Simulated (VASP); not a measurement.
# SiIH3 in VASP: single point with r2SCAN

Aim: the single point of SiIH3 with r2SCAN.

All numbers are computed with VASP 6.6.1; they aren't measurements. Logs are shortened: lines on timing, memory, paths and dates and some standing lists are left out, and cuts for length are marked.

## 1. The cell of the first run

The cell holds a molecule in a box, 5 atoms: a = 13.000 Å, b = 12.000 Å, c = 12.000 Å, α = 90.00°, β = 90.00°, γ = 90.00°.

## 2. Single point, r2SCAN

File INCAR:

```
METAGGA  = R2SCAN         # meta-GGA
ISMEAR   = 0              # smearing method
SIGMA    = 0.03           # smearing width, eV
LWAVE    = F              # write WAVECAR
LCHARG   = F              # write CHGCAR
ISIF     = 0              # what is computed and relaxed
PREC     = Accurate       # precision mode
LASPH    = T              # aspherical terms in the spheres
LREAL    = F              # projectors in reciprocal space
ALGO     = Normal         # electronic algorithm
EDIFF    = 1E-7           # SCF threshold, eV
NELM     = 120            # most SCF steps
GGA_COMPAT= F            
ENCUT    = 560            # plane-wave cutoff, eV
EFERMI   = MIDGAP       
NELMDL   = -8           
LMIXTAU  = T
```

File KPOINTS:

```
k-points
0
Gamma
  1 1 1
```

File POSCAR:

```
SiH3I
1.0
   13.0000000000      0.0000000000      0.0000000000
    0.0000000000     12.0000000000      0.0000000000
    0.0000000000      0.0000000000     12.0000000000
Si I H
1 1 3
Direct
    0.4589038500      0.4857041700      0.5032458300
    0.6183884600      0.4029875000      0.5711708300
    0.3836115400      0.4873458300      0.5958458300
    0.4200038500      0.4169541700      0.4098208300
    0.4811423100      0.6005125000      0.4649125000
```

Potentials or basis: VASP PAW PBE potentials, release 64 (Si, I, H).

Launch:

```
$ cat potpaw_PBE.64/Si/POTCAR potpaw_PBE.64/I/POTCAR potpaw_PBE.64/H/POTCAR > POTCAR
$ mpirun -np 1 vasp_gam > vasp.out
```

OUTCAR:

```text
METAGGA = R2SCAN
   ISMEAR = 0
   ISIF = 0
   PREC = Accurate
   LASPH = T
   LREAL = F
   EDIFF = 1E-7
   NELM = 120
   ENCUT = 560
   EFERMI = MIDGAP
   NELMDL = -8

 ion  position               nearest neighbor table
   1  0.459  0.486  0.503-   3 1.48   4 1.48   5 1.48   2 2.44
   2  0.618  0.403  0.571-   1 2.44
   3  0.384  0.487  0.596-   1 1.48
   4  0.420  0.417  0.410-   1 1.48
   5  0.481  0.601  0.465-   1 1.48

  LATTYP: Found a simple tetragonal cell.
 ALAT       =    12.0000000000
 C/A-ratio  =     1.0833333333

  Lattice vectors:

 A1 = (   0.0000000000,  12.0000000000,   0.0000000000)
 A2 = (   0.0000000000,   0.0000000000,  12.0000000000)
 A3 = (  13.0000000000,   0.0000000000,   0.0000000000)

Analysis of symmetry for initial positions (statically):
=====================================================================
 Subroutine PRICEL returns:
 Original cell was already a primitive cell.

 Routine SETGRP: Setting up the symmetry group for a
 simple tetragonal supercell.

 Subroutine GETGRP returns: Found  1 space group operations
 (whereof  1 operations were pure point group operations)
 out of a pool of 16 trial point group operations.

The static configuration has the point symmetry C_1 .

Analysis of symmetry for dynamics (positions and initial velocities):
=====================================================================
 Subroutine PRICEL returns:
 Original cell was already a primitive cell.

 Routine SETGRP: Setting up the symmetry group for a
 simple tetragonal supercell.

 Subroutine GETGRP returns: Found  1 space group operations
 (whereof  1 operations were pure point group operations)
 out of a pool of 16 trial point group operations.

The dynamic configuration has the point symmetry C_1 .

 Subroutine INISYM returns: Found  1 space group operations
 (whereof  1 operations are pure point group operations),
 and found     1 'primitive' translations

----------------------------------------------------------------------------------------

                                     Primitive cell

  volume of cell :    1872.0000

  direct lattice vectors                    reciprocal lattice vectors
    13.000000000  0.000000000  0.000000000     0.076923077  0.000000000  0.000000000
     0.000000000 12.000000000  0.000000000     0.000000000  0.083333333  0.000000000
     0.000000000  0.000000000 12.000000000     0.000000000  0.000000000  0.083333333

  length of vectors
    13.000000000 12.000000000 12.000000000     0.076923077  0.083333333  0.083333333

  position of ions in fractional coordinates (direct lattice)
     0.458903850  0.485704170  0.503245830
     0.618388460  0.402987500  0.571170830
     0.383611540  0.487345830  0.595845830
     0.420003850  0.416954170  0.409820830
     0.481142310  0.600512500  0.464912500

  ion indices of the primitive-cell ions
   primitive index   ion index
                 1           1
                 2           2
                 3           3
                 4           4
                 5           5

----------------------------------------------------------------------------------------

 KPOINTS: k-points

Automatic generation of k-mesh.
 Grid dimensions read from file:
 generate k-points for:    1    1    1

 Generating k-lattice:

  Cartesian coordinates                     Fractional coordinates (reciprocal lattice)
     0.076923077  0.000000000  0.000000000     1.000000000  0.000000000  0.000000000
     0.000000000  0.083333333  0.000000000     0.000000000  1.000000000  0.000000000
     0.000000000  0.000000000  0.083333333     0.000000000  0.000000000  1.000000000

  Length of vectors
     0.076923077  0.083333333  0.083333333

  Shift w.r.t. Gamma in fractional coordinates (k-lattice)
     0.000000000  0.000000000  0.000000000

 Subroutine IBZKPT returns following result:
 ===========================================

 Found      1 irreducible k-points:

 Following reciprocal coordinates:
            Coordinates               Weight
  0.000000  0.000000  0.000000      1.000000
   k-points           NKPTS =      1   k-points in BZ     NKDIM =      1   number of bands    NBANDS=     11
   number of dos      NEDOS =    301   number of ions     NIONS =      5
   total plane-waves  NPLWV = 921600
   dimension x,y,z NGX =   100 NGY =   96 NGZ =   96
   dimension x,y,z NGXF=   200 NGYF=  192 NGZF=  192
   ions per type =               1   1   3
   NGX,Y,Z   is equivalent  to a cutoff of  12.79, 13.30, 13.30 a.u.
   NGXF,Y,Z  is equivalent  to a cutoff of  25.58, 26.60, 26.60 a.u.
 SYSTEM =  unknown system
   PREC   = accura    normal or accurate (medium, high low for compatibility)
   ISTART =      0    job   : 0-new  1-cont  2-samecut
   ICHARG =      2    charge: 1-file 2-atom 10-const
   ISPIN  =      1    spin polarized calculation?
   LNONCOLLINEAR =      F non collinear calculations
   LSORBIT =      F    spin-orbit coupling
   LASPH  =      T    aspherical Exc in radial PAW
   ENCUT  =  560.0 eV  41.16 Ry    6.42 a.u.  25.08 23.15 23.15*2*pi/ulx,y,z
   NELM   =    120;   NELMIN=  2; NELMDL= -8     # of ELM steps
   EDIFF  = 0.1E-06   stopping-criterion for ELM
   LREAL  =      F    real-space projection
   EDIFFG = 0.1E-05   stopping-criterion for IOM
   NSW    =      0    number of steps for IOM
   IBRION =     -1    ionic relax: 0-MD 1-quasi-New 2-CG
   NFREE  =      0    steps in history (QN), initial steepest desc. (CG)
   ISIF   =      0    stress and relaxation
   ISYM   =      2    0-nonsym 1-usesym 2-fastsym
   POTIM  = 0.5000    time-step for ionic-motion
   TEBEG  =    0.0;   TEEND  =   0.0 temperature during run

   SCALEE = 1.0000    scale energy and forces
   PSTRESS=    0.0 pullay stress
   NELECT =      14.0000    total number of electrons
   NUPDOWN=      -1.0000    fix difference up-down
   EMIN   =  10.00;   EMAX   =-10.00  energy-range for DOS
   EFERMI =   0.00;   METHOD = MIDGAP
   ISMEAR =     0;   SIGMA  =   0.03  broadening in eV -4-tet -1-fermi 0-gaus
   EFERMI_NEDOS =   21; number of points for ismear=-14 and -15
   IALGO  =     38    algorithm
   IMIX   =      4    mixing-type and parameters
     AMIX     =   0.40;   BMIX     =  1.00
     AMIX_MAG =   1.60;   BMIX_MAG =  1.00
  volume/ion in A,a.u.               =     374.40      2526.58
  Fermi-wavevector in a.u.,A,eV,Ry     =   0.320147  0.604989  1.394513  0.102494
  Thomas-Fermi vector in A             =   1.206503
   LORBIT       =      0    0 simple, 1 ext, 2 COOP (PROOUT), +10 PAW based schemes
   METAGGA = R2SCAN    functional components
   LHFCALC =     F    Hartree Fock is set to
   AEXX    =    0.0000 exact exchange contribution
   IVDW    =     0    specifies the selected vdW correction
   LEPSILON=     F    determine dielectric tensor
   LRPA    =     F    only Hartree local field effects (RPA)

   CSHIFT  =0.1000    complex shift for real part using Kramers Kronig

   OMEGAMAX=  -1.0    maximum frequency
 non-spin polarized calculation
 Gauss-broadening in eV      SIGMA  =   0.03
  energy-cutoff  :      560.00
  volume of cell :     1872.00
 maximum number of plane-waves:     28184
   NGX = 51   NGY = 47   NGZ = 47

 number of electron      13.9999999 magnetization

 Free energy of the ion-electron system (eV)
  ---------------------------------------------------
  ext. energy  EPLUGINS =         0.00000000
  ---------------------------------------------------
  free energy    TOTEN  =       -44.15648894 eV

  energy without entropy =      -44.15648894  energy(sigma->0) =      -44.15648894

 E-fermi :  -3.8052     XC(G=0):  -0.5242

 val. band max:       -6.5873344979   @ k =   0.0000   0.0000   0.0000
 cond. band min:      -1.0230124606   @ k =   0.0000   0.0000   0.0000
 fundamental gap:      5.5643220373
 Fermi energy:        -3.8051734792

 k-point     1 :       0.0000    0.0000    0.0000
  band No.  band energies     occupation
      1     -17.8792      2.00000
      2     -13.6429      2.00000
      3      -9.1730      2.00000
      4      -9.1720      2.00000
      5      -8.5608      2.00000
      6      -6.5875      2.00000
      7      -6.5873      2.00000
      8      -1.0230      0.00000
      9       0.0678      0.00000
     10       0.4896      0.00000
     11       0.5164      0.00000

------------------------ aborting loop because EDIFF is reached ----------------------------------------

 VOLUME and BASIS-vectors are now :
 -----------------------------------------------------------------------------
  energy-cutoff  :      560.00
  volume of cell :     1872.00
      direct lattice vectors                 reciprocal lattice vectors
    13.000000000  0.000000000  0.000000000     0.076923077  0.000000000  0.000000000
     0.000000000 12.000000000  0.000000000     0.000000000  0.083333333  0.000000000
     0.000000000  0.000000000 12.000000000     0.000000000  0.000000000  0.083333333

 POSITION                                       TOTAL-FORCE (eV/Angst)
 -----------------------------------------------------------------------------------
      5.96575      5.82845      6.03895        -0.082418      0.041370     -0.033791
      8.03905      4.83585      6.85405         0.039914     -0.019811      0.016266
      4.98695      5.84815      7.15015         0.046102      0.002282     -0.063866
      5.46005      5.00345      4.91785         0.020123      0.048750      0.059001
      6.25485      7.20615      5.57895        -0.023721     -0.072592      0.022390
 -----------------------------------------------------------------------------------
    total drift:                               -0.000050     -0.000170      0.000010

  FREE ENERGIE OF THE ION-ELECTRON SYSTEM (eV)
  ---------------------------------------------------
  free  energy   TOTEN  =       -44.1564889395 eV

  energy  without entropy=      -44.1564889395  energy(sigma->0) =      -44.15648894
```

Run time: 6.9 min. Hardware: 1 thread of Intel Xeon 6975P-C (Granite Rapids), shared host; peak memory 1.9 GiB.

What came out:

| Quantity | Value |
| --- | --- |
| Free energy | -44.1565 eV |
| Largest force | 0.098 eV/Å |
| Gap between the frontier levels | 5.56 eV |

Forces in eV/Å, atoms in the order of the input:
```
Si  -0.082  0.041 -0.034
I    0.040 -0.020  0.016
H    0.046  0.002 -0.064
H    0.020  0.049  0.059
H   -0.024 -0.073  0.022
```

Caveat: the PAW data sets were made with another functional, which shifts forces and pressure a little; spin-orbit coupling is left out, which moves the levels of the heavy elements.
